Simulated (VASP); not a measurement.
# Cr (Fmmm) in VASP: further runs

Cr is run at these levels: PBEsol; tasks: single point.

Program: VASP 6.6.1. These are calculated values, not measurements. Logs are shortened: lines on timing, memory, paths and dates and some standing lists are left out, and cuts for length are marked.

### 1 The cell of the first run

It takes space group Fmmm (No. 69, orthorhombic). Conventional cell: a = 2.736 Å, b = 3.936 Å, c = 8.619 Å, α = 90.00°, β = 90.00°, γ = 90.00°. Within 3.0 Å of Cr (site symmetry mm2) lie 11 Cr at 2.26 to 2.84 Å.

### 2 Single point, PBEsol

Contents of INCAR:

```
PREC = Accurate
ENCUT = 520
EDIFF = 1E-6
ISMEAR = 0
SIGMA = 0.1
LREAL = F
LASPH = T
NELM = 100
ALGO = Fast
ISIF = 2
LWAVE = F
LCHARG = T
GGA = PS
LELF = T
LVHAR = T
NBANDS = 19
```

Contents of KPOINTS:

```
Automatic mesh
0
Gamma
  26 26 26
```

Contents of POSCAR:

```
Cr
1.0
    0.0000000000      1.9679767942      4.3094080050
    1.3678514547      0.0000000000      4.3094080050
    1.3678514547      1.9679767942      0.0000000000
Cr
2
Direct
    0.1312903353      0.1312903353      0.8687096647
    0.8687096647      0.8687096647      0.1312903353
```

Potentials or basis: VASP PAW PBE potentials, release 64 (Cr_pv).

On the command line:

```bash
cat potpaw_PBE.64/Cr_pv/POTCAR > POTCAR
mpirun -np 1 vasp_std > vasp.out
```

OUTCAR:

```text
PREC = Accurate
   ENCUT = 520
   EDIFF = 1E-6
   ISMEAR = 0
   LREAL = F
   LASPH = T
   NELM = 100
   ISIF = 2
   GGA = PS

 ion  position               nearest neighbor table
   1  0.131  0.131  0.869-   2 2.26   2 2.46   2 2.46   2 2.84   2 2.84
   2  0.869  0.869  0.131-   1 2.26   1 2.46   1 2.46   1 2.84   1 2.84

  LATTYP: Found a face centered orthorhombic cell.
 ALAT       =     2.7357029094
 B/A-ratio  =     1.4387357541
 C/A-ratio  =     3.1504941492

  Lattice vectors:

 A1 = (   0.0000000000,   1.9679767942,   4.3094080050)
 A2 = (   1.3678514547,   0.0000000000,   4.3094080050)
 A3 = (   1.3678514547,   1.9679767942,   0.0000000000)

Analysis of symmetry for initial positions (statically):
=====================================================================
 Subroutine PRICEL returns:
 Original cell was already a primitive cell.

 Routine SETGRP: Setting up the symmetry group for a
 face centered orthorhombic supercell.

 Subroutine GETGRP returns: Found  8 space group operations
 (whereof  8 operations were pure point group operations)
 out of a pool of  8 trial point group operations.

The static configuration has the point symmetry D_2h.

Analysis of symmetry for dynamics (positions and initial velocities):
=====================================================================
 Subroutine PRICEL returns:
 Original cell was already a primitive cell.

 Routine SETGRP: Setting up the symmetry group for a
 face centered orthorhombic supercell.

 Subroutine GETGRP returns: Found  8 space group operations
 (whereof  8 operations were pure point group operations)
 out of a pool of  8 trial point group operations.

The dynamic configuration has the point symmetry D_2h.

 Subroutine INISYM returns: Found  8 space group operations
 (whereof  8 operations are pure point group operations),
 and found     1 'primitive' translations

----------------------------------------------------------------------------------------

                                     Primitive cell

  volume of cell :      23.2010

  direct lattice vectors                    reciprocal lattice vectors
     0.000000000  1.967976794  4.309408005    -0.365536768  0.254068037  0.116025217
     1.367851455  0.000000000  4.309408005     0.365536768 -0.254068037  0.116025217
     1.367851455  1.967976794  0.000000000     0.365536768  0.254068037 -0.116025217

  length of vectors
     4.737502508  4.521284658  2.396653973     0.460032115  0.460032115  0.460032115

  position of ions in fractional coordinates (direct lattice)
     0.131290335  0.131290335  0.868709665
     0.868709665  0.868709665  0.131290335

  ion indices of the primitive-cell ions
   primitive index   ion index
                 1           1
                 2           2

----------------------------------------------------------------------------------------

 KPOINTS: Automatic mesh

Automatic generation of k-mesh.
 Grid dimensions read from file:
 generate k-points for:   26   26   26

 Generating k-lattice:

  Cartesian coordinates                     Fractional coordinates (reciprocal lattice)
    -0.014059106  0.009771848  0.004462508     0.038461538  0.000000000  0.000000000
     0.014059106 -0.009771848  0.004462508     0.000000000  0.038461538  0.000000000
     0.014059106  0.009771848 -0.004462508     0.000000000  0.000000000  0.038461538

  Length of vectors
     0.017693543  0.017693543  0.017693543

  Shift w.r.t. Gamma in fractional coordinates (k-lattice)
     0.000000000  0.000000000  0.000000000

 Subroutine IBZKPT returns following result:
 ===========================================

 Found   2471 irreducible k-points:

 Following reciprocal coordinates:
            Coordinates               Weight
  0.000000  0.000000  0.000000      1.000000
  0.038462  0.000000  0.000000      8.000000
  0.076923  0.000000  0.000000      8.000000
  0.115385  0.000000  0.000000      8.000000
  0.153846  0.000000  0.000000      8.000000
  0.192308  0.000000  0.000000      8.000000
[... 16 lines left out ...]
  0.346154  0.038462  0.000000      8.000000
  0.384615  0.038462  0.000000      8.000000
 [... further k-points ...]
   k-points           NKPTS =   2471   k-points in BZ     NKDIM =   2471   number of bands    NBANDS=     19
   number of dos      NEDOS =    301   number of ions     NIONS =      2
   total plane-waves  NPLWV =  23328
   dimension x,y,z NGX =    36 NGY =   36 NGZ =   18
   dimension x,y,z NGXF=    72 NGYF=   72 NGZF=   36
   ions per type =               2
   NGX,Y,Z   is equivalent  to a cutoff of  12.63, 13.24, 12.49 a.u.
   NGXF,Y,Z  is equivalent  to a cutoff of  25.27, 26.47, 24.97 a.u.
 SYSTEM =  unknown system
   PREC   = accura    normal or accurate (medium, high low for compatibility)
   ISTART =      0    job   : 0-new  1-cont  2-samecut
   ICHARG =      2    charge: 1-file 2-atom 10-const
   ISPIN  =      1    spin polarized calculation?
   LNONCOLLINEAR =      F non collinear calculations
   LSORBIT =      F    spin-orbit coupling
   LASPH  =      T    aspherical Exc in radial PAW
   ENCUT  =  520.0 eV  38.22 Ry    6.18 a.u.   8.81  8.41  4.46*2*pi/ulx,y,z
   NELM   =    100;   NELMIN=  2; NELMDL= -5     # of ELM steps
   EDIFF  = 0.1E-05   stopping-criterion for ELM
   LREAL  =      F    real-space projection
   EDIFFG = 0.1E-04   stopping-criterion for IOM
   NSW    =      0    number of steps for IOM
   IBRION =     -1    ionic relax: 0-MD 1-quasi-New 2-CG
   NFREE  =      0    steps in history (QN), initial steepest desc. (CG)
   ISIF   =      2    stress and relaxation
   ISYM   =      2    0-nonsym 1-usesym 2-fastsym
   POTIM  = 0.5000    time-step for ionic-motion
   TEBEG  =    0.0;   TEEND  =   0.0 temperature during run
   PSTRESS=    0.0 pullay stress
   NELECT =      24.0000    total number of electrons
   NUPDOWN=      -1.0000    fix difference up-down
   EMIN   =  10.00;   EMAX   =-10.00  energy-range for DOS
   EFERMI =   0.00;   METHOD = LEGACY
   ISMEAR =     0;   SIGMA  =   0.10  broadening in eV -4-tet -1-fermi 0-gaus
   EFERMI_NEDOS =   21; number of points for ismear=-14 and -15
   IALGO  =     68    algorithm
   IMIX   =      4    mixing-type and parameters
     AMIX     =   0.40;   BMIX     =  1.00
     AMIX_MAG =   1.60;   BMIX_MAG =  1.00
  volume/ion in A,a.u.               =      11.60        78.28
  Fermi-wavevector in a.u.,A,eV,Ry     =   1.655680  3.128782 37.297328  2.741276
  Thomas-Fermi vector in A             =   2.743735
   LORBIT       =      0    0 simple, 1 ext, 2 COOP (PROOUT), +10 PAW based schemes
   GGA     = PS    functional components
   LHFCALC =     F    Hartree Fock is set to
   AEXX    =    0.0000 exact exchange contribution
   IVDW    =     0    specifies the selected vdW correction
   LEPSILON=     F    determine dielectric tensor
   LRPA    =     F    only Hartree local field effects (RPA)
 non-spin polarized calculation
 RMM-DIIS sequential band-by-band and
 Gauss-broadening in eV      SIGMA  =   0.10
  energy-cutoff  :      520.00
  volume of cell :       23.20
 maximum number of plane-waves:       642
   NGX = 17   NGY = 17   NGZ =  9

 number of electron      23.9999994 magnetization

 Free energy of the ion-electron system (eV)
  ---------------------------------------------------
  ext. energy  EPLUGINS =         0.00000000
  ---------------------------------------------------
  free energy    TOTEN  =       -19.49823200 eV

  energy without entropy =      -19.48937454  energy(sigma->0) =      -19.49380327

 E-fermi :  10.7887     XC(G=0): -13.7463

 val. band max:       10.7886055803   @ k =   0.3077  -0.1923   0.1923
 cond. band min:      10.7892363688   @ k =   0.3077   0.0385   0.1538
 fundamental gap:      0.0006307884
 Fermi energy:        10.7887101738

 k-point     1 :       0.0000    0.0000    0.0000
  band No.  band energies     occupation
      1     -32.6778      2.00000
      2     -31.7287      2.00000
      3     -31.6614      2.00000
      4     -31.5480      2.00000
      5     -31.4953      2.00000
      6     -31.4870      2.00000
[... 11 lines left out ...]
     18      12.8781      0.00000
     19      19.5711      0.00000

 k-point     2 :       0.0385    0.0000    0.0000
  band No.  band energies     occupation
      1     -32.6734      2.00000
      2     -31.7367      2.00000
      3     -31.6683      2.00000
      4     -31.5552      2.00000
      5     -31.4984      2.00000
      6     -31.4910      2.00000
[... 11 lines left out ...]
     18      12.8650      0.00000
     19      19.5864      0.00000

 k-point     3 :       0.0769    0.0000    0.0000
  band No.  band energies     occupation
      1     -32.6603      2.00000
      2     -31.7620      2.00000
      3     -31.6927      2.00000
      4     -31.5723      2.00000
      5     -31.5141      2.00000
      6     -31.4947      2.00000
[... 11 lines left out ...]
     18      13.0263      0.00000
     19      19.6353      0.00000

 k-point     4 :       0.1154    0.0000    0.0000
  band No.  band energies     occupation
      1     -32.6395      2.00000
      2     -31.8076      2.00000
      3     -31.7404      2.00000
      4     -31.5900      2.00000
      5     -31.5373      2.00000
      6     -31.4979      2.00000
[... 11 lines left out ...]
     18      13.6521      0.00000
     19      19.7222      0.00000

 k-point     5 :       0.1538    0.0000    0.0000
  band No.  band energies     occupation
      1     -32.6121      2.00000
      2     -31.8755      2.00000
      3     -31.8098      2.00000
      4     -31.6051      2.00000
      5     -31.5604      2.00000
      6     -31.5022      2.00000
[... 11 lines left out ...]
     18      14.2781      0.00000
     19      19.8554      0.00000

 k-point     6 :       0.1923    0.0000    0.0000
  band No.  band energies     occupation
      1     -32.5799      2.00000
      2     -31.9639      2.00000
      3     -31.8931      2.00000
      4     -31.6202      2.00000
      5     -31.5785      2.00000
      6     -31.5079      2.00000
[... 11 lines left out ...]
     18      14.8625      0.00000
     19      20.0451      0.00000

 k-point     7 :       0.2308    0.0000    0.0000
  band No.  band energies     occupation
      1     -32.5460      2.00000
      2     -32.0661      2.00000
      3     -31.9824      2.00000
      4     -31.6371      2.00000
      5     -31.5906      2.00000
      6     -31.5153      2.00000
[... 11 lines left out ...]
     18      15.3715      0.00000
     19      20.2959      0.00000

 k-point     8 :       0.2692    0.0000    0.0000
  band No.  band energies     occupation
      1     -32.5144      2.00000
      2     -32.1737      2.00000
      3     -32.0695      2.00000
      4     -31.6551      2.00000
      5     -31.5982      2.00000
      6     -31.5241      2.00000
[... 256 lines left out ...]
 k-point    20 :       0.2308    0.0385    0.0000
  band No.  band energies     occupation
      1     -32.5596      2.00000
      2     -31.9753      2.00000
      3     -31.8822      2.00000
      4     -31.6249      2.00000
      5     -31.5748      2.00000
      6     -31.5285      2.00000
[... 11 lines left out ...]
     18      14.6542      0.00000
     19      20.4199      0.00000

 k-point    21 :       0.2692    0.0385    0.0000
  band No.  band energies     occupation
      1     -32.5242      2.00000
      2     -32.0780      2.00000
      3     -31.9706      2.00000
      4     -31.6442      2.00000
      5     -31.5852      2.00000
      6     -31.5368      2.00000
[... 11 lines left out ...]
     18      15.0857      0.00000
     19      20.7411      0.00000

 k-point    22 :       0.3077    0.0385    0.0000
  band No.  band energies     occupation
      1     -32.4925      2.00000
      2     -32.1857      2.00000
      3     -32.0567      2.00000
      4     -31.6640      2.00000
      5     -31.5917      2.00000
      6     -31.5458      2.00000
[... 11 lines left out ...]
     18      15.4252      0.00000
     19      21.0795      0.00000

 k-point    23 :       0.3462    0.0385    0.0000
  band No.  band energies     occupation
      1     -32.4713      2.00000
      2     -32.2908      2.00000
      3     -32.1299      2.00000
      4     -31.6828      2.00000
      5     -31.5960      2.00000
      6     -31.5552      2.00000
[... 11 lines left out ...]
     18      15.6706      0.00000
     19      21.2032      0.00000

 k-point    24 :       0.3846    0.0385    0.0000
  band No.  band energies     occupation
      1     -32.4690      2.00000
      2     -32.3866      2.00000
      3     -32.1787      2.00000
      4     -31.6999      2.00000
      5     -31.5986      2.00000
      6     -31.5642      2.00000
[... 11 lines left out ...]
     18      15.8263      0.00000
     19      20.7586      0.00000

 [... further k-points ...]

------------------------ aborting loop because EDIFF is reached ----------------------------------------

  FORCE on cell =-STRESS in cart. coord.  units (eV):
  Direction    XX          YY          ZZ          XY          YZ          ZX
  --------------------------------------------------------------------------------------
  -------------------------------------------------------------------------------------
  Total       -0.0594882     -0.0609814     -0.0044425     -0.0000000      0.0000000      0.0000000
  in kB       -4.1080419     -4.2111540     -0.3067854     -0.0000000      0.0000000      0.0000000
  external PRESSURE =      -2.8753271 kB  Pullay stress =       0.0000000 kB

 VOLUME and BASIS-vectors are now :
 -----------------------------------------------------------------------------
  energy-cutoff  :      520.00
  volume of cell :       23.20
      direct lattice vectors                 reciprocal lattice vectors
     0.000000000  1.967976794  4.309408005    -0.365536768  0.254068037  0.116025217
     1.367851455  0.000000000  4.309408005     0.365536768 -0.254068037  0.116025217
     1.367851455  1.967976794  0.000000000     0.365536768  0.254068037 -0.116025217

 POSITION                                       TOTAL-FORCE (eV/Angst)
 -----------------------------------------------------------------------------------
      1.36785      1.96798      1.13157         0.000000      0.000000      0.017196
      1.36785      1.96798      7.48725         0.000000     -0.000000     -0.017196
 -----------------------------------------------------------------------------------
    total drift:                                0.000000     -0.000000      0.000000

  FREE ENERGIE OF THE ION-ELECTRON SYSTEM (eV)
  ---------------------------------------------------
  free  energy   TOTEN  =       -19.4982319980 eV

  energy  without entropy=      -19.4893745386  energy(sigma->0) =      -19.49380327
```

It took 10 min on 1 thread of Intel Xeon 6975P-C (Granite Rapids), shared host; peak memory 0.91 GiB.

Results:

```yaml
Free_energy: -19.4982 eV
Pressure: -0.3 GPa
Largest_force: 0.017 eV/Å
Band_gap_on_the_k_mesh: zero (bands 12 and 13 overlap by 1.36 eV)
```

Forces on the atoms (eV/Å):
```
Cr   0.000  0.000  0.017
Cr   0.000  0.000 -0.017
```

Levels at points of the mesh, in eV from the Fermi level:
| k point | band 8 | band 9 | band 10 | band 11 | band 12 | band 13 | band 14 | band 15 | band 16 | band 17 |
| --- | --- | --- | --- | --- | --- | --- | --- | --- | --- | --- |
| (0.00, 0.00, 0.00) | -3.79 | -2.16 | -1.83 | -1.54 | 0.09 | 0.82 | 0.88 | 1.14 | 1.21 | 1.45 |
| (0.50, 0.00, 0.00) | -4.00 | -2.72 | -2.51 | -0.36 | 0.14 | 0.73 | 1.82 | 2.14 | 2.26 | 4.05 |
| (0.50, 0.50, 0.00) | -5.76 | -2.72 | -2.21 | -1.12 | -0.48 | -0.19 | 0.98 | 1.03 | 1.14 | 2.24 |
| (0.50, 0.00, 0.50) | -4.44 | -3.52 | -0.84 | -0.47 | 0.19 | 1.13 | 1.62 | 3.10 | 3.18 | 3.25 |
| (0.00, 0.50, 0.50) | -3.36 | -2.94 | -2.66 | -1.82 | -0.25 | 1.88 | 2.19 | 3.01 | 3.27 | 6.20 |

Caveat: the PAW data sets were made with another functional, which shifts forces and pressure a little; the run has no spin polarisation, though such a crystal can be magnetic. Spin polarisation is off, so any magnetic state and its effect on volume and gap are missing.

### 3 Single point, PBEsol

Contents of INCAR:

```
ALGO = Normal
EDIFF = 1E-6
ENCUT = 700
GGA = PS
GGA_COMPAT = False
ISIF = 2
ISMEAR = 0
LASPH = True
LCHARG = False
LREAL = False
LWAVE = False
NBANDS = 21
NELM = 120
PREC = Accurate
SIGMA = 0.1
```

Contents of KPOINTS:

```
k-points
0
Gamma
  8 8 8
```

Contents of POSCAR:

```
Cr
1.0
    0.0000000000      1.9679603613      4.2919206281
    1.3748338084      0.0000000000      4.2919206281
    1.3748338084      1.9679603613      0.0000000000
Cr
2
Direct
    0.1317571488      0.1317571488      0.8682428512
    0.8682428512      0.8682428512      0.1317571488
```

Potentials or basis: VASP PAW PBE potentials, release 64 (Cr_sv).

On the command line:

```bash
cat potpaw_PBE.64/Cr_sv/POTCAR > POTCAR
mpirun -np 1 vasp_std > vasp.out
```

It took 1.7 min on 1 thread of AMD EPYC 9R14 (Zen 4), shared host; peak memory 0.18 GiB.

The run converged. Its results:

```
Free energy            : -19.6496 eV
Pressure               : -0.9 GPa
Largest force          : 0.007 eV/Å
Band gap on the k mesh : zero (bands 14 and 15 overlap by 1.07 eV)
```

Forces in eV/Å, atoms in the order of the input:
```
Cr   0.000  0.000 -0.007
Cr   0.000  0.000  0.007
```

Stress tensor (GPa, compression positive):
```
-0.86  0.00  0.00
 0.00 -0.70  0.00
 0.00  0.00 -1.08
```

Levels at points of the mesh, in eV from the Fermi level:
| k point | band 10 | band 11 | band 12 | band 13 | band 14 | band 15 | band 16 | band 17 | band 18 | band 19 |
| --- | --- | --- | --- | --- | --- | --- | --- | --- | --- | --- |
| (0.00, 0.00, 0.00) | -3.84 | -2.16 | -1.90 | -1.58 | 0.09 | 0.82 | 0.82 | 1.10 | 1.22 | 1.44 |
| (0.50, 0.00, 0.00) | -4.05 | -2.74 | -2.54 | -0.45 | 0.13 | 0.70 | 1.77 | 2.08 | 2.23 | 4.03 |
| (0.50, 0.50, 0.00) | -5.82 | -2.77 | -2.28 | -1.15 | -0.44 | -0.26 | 0.98 | 0.99 | 1.15 | 2.22 |
| (0.50, 0.00, 0.50) | -4.49 | -3.56 | -0.84 | -0.56 | 0.17 | 1.15 | 1.54 | 3.07 | 3.16 | 3.22 |
| (0.00, 0.50, 0.50) | -3.39 | -3.00 | -2.67 | -1.92 | -0.28 | 1.90 | 2.20 | 2.98 | 3.25 | 6.16 |

Caveat: the k points lie up to 0.36 Å⁻¹ apart, too coarse for converged energies and pressures of a metal; the PAW data sets were made with another functional, which shifts forces and pressure a little; the run has no spin polarisation, though such a crystal can be magnetic.
